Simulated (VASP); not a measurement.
Input of a VASP 6.6.1 run:

Contents of INCAR:

```
SYSTEM = BN
PREC     = Accurate       ! precision mode
ENCUT    = 600            ! plane-wave cutoff, eV
EDIFF    = 1E-6           ! SCF threshold, eV
ISMEAR   = 0              ! smearing method
SIGMA    = 0.02           ! smearing width, eV
LREAL    = .False.        ! projectors in reciprocal space
LASPH    = .True.         ! aspherical terms in the spheres
NELM     = 120            ! most SCF steps
ALGO     = Normal         ! electronic algorithm
ISIF     = 2              ! what is computed and relaxed
LWAVE    = .False.        ! write WAVECAR
LCHARG   = .False.        ! write CHGCAR
GGA      = PE             ! functional
NBANDS   = 11             ! bands
GGA_COMPAT= .False.
```

Contents of KPOINTS:

```
regular mesh
0
Gamma
  12 12 12
  0 0 0
```

The input POSCAR:

```
BN
1.0
    0.0000000000      1.7752904832      1.7752904832
    1.7752904832      0.0000000000      1.7752904832
    1.7752904832      1.7752904832      0.0000000000
B N
1 1
Direct
    0.0000000000      0.0000000000      0.0000000000
    0.2500000000      0.2500000000      0.2500000000
```

Potentials or basis: VASP PAW PBE potentials, release 64 (B, N).

The run is started by

```console
$ cat potpaw_PBE.64/B/POTCAR potpaw_PBE.64/N/POTCAR > POTCAR
$ mpirun -np 1 vasp_std > vasp.out
```

Q: Estimate the band gap on the k mesh.

A: 4.51 eV, indirect (least direct gap 9.08 eV).

Q: What does it give for the pressure?

A: 25.9 GPa.

 A k mesh can miss the band edges.
